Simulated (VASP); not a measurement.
Crystal: MoSe.

```xyz
2
Lattice="3.5333 0.0000 0.0000 0.0000 3.5333 0.0000 0.0000 0.0000 3.5333" Properties=species:S:1:pos:R:3 pbc="T T T"
Mo    0.0000    0.0000    0.0000
Se    1.7667    1.7667    1.7667
```

```yaml
Program: VASP 6.6.1
Task: relaxation of cell and atoms
Functional: PBE
Potentials_or_basis: VASP PAW PBE potentials, release 64 (Mo_sv, Se)
Cutoff: 600 eV
k_mesh: 12 × 12 × 12
Occupations: gaussian, width 0.1 eV
Spin: no spin polarisation
Hubbard_terms: Mo d U = 4.38 eV
```

At the start: pressure -12.1 GPa; volume 22.06 Å³/atom.

**Question.** How do energy, volume and symmetry change on relaxing?

**Answer.** Over 11 steps the energy falls by 390.1 meV/atom and the volume is 15.93 Å³/atom (-27.8 %); space group Pm-3m (No. 221, to 0.1 Å) before and after.

The path:
```tsv
step	energy change (eV)	largest force (eV/Å)	pressure (GPa)	volume (Å³)
1	0.0000	0.0000	-12.12	44.11
2	-0.6941	0.0000	-10.44	34.29
3	0.1093	0.0000	57.65	25.84
4	-0.7727	0.0000	-3.40	32.53
5	-0.7801	0.0000	0.18	31.82
6	-0.7795	0.0000	-0.97	32.04
7	-0.7797	0.0000	-0.84	32.01
8	-0.7800	0.0000	-0.40	31.93
9	-0.7800	0.0000	-0.42	31.92
10	-0.7801	0.0000	-0.28	31.90
11	-0.7801	0.0000	-0.06	31.86
```

Final structure:
```
CELL_PARAMETERS angstrom
3.17017 0.00000 0.00000
0.00000 3.17017 0.00000
0.00000 0.00000 3.17017
ATOMIC_POSITIONS crystal
Mo 0.00000 0.00000 0.00000
Se 0.50000 0.50000 0.50000
```

Caveat: the volume moved by over 15 % at a fixed basis, so the end points are rough; U without spin polarisation on a metal has little footing.
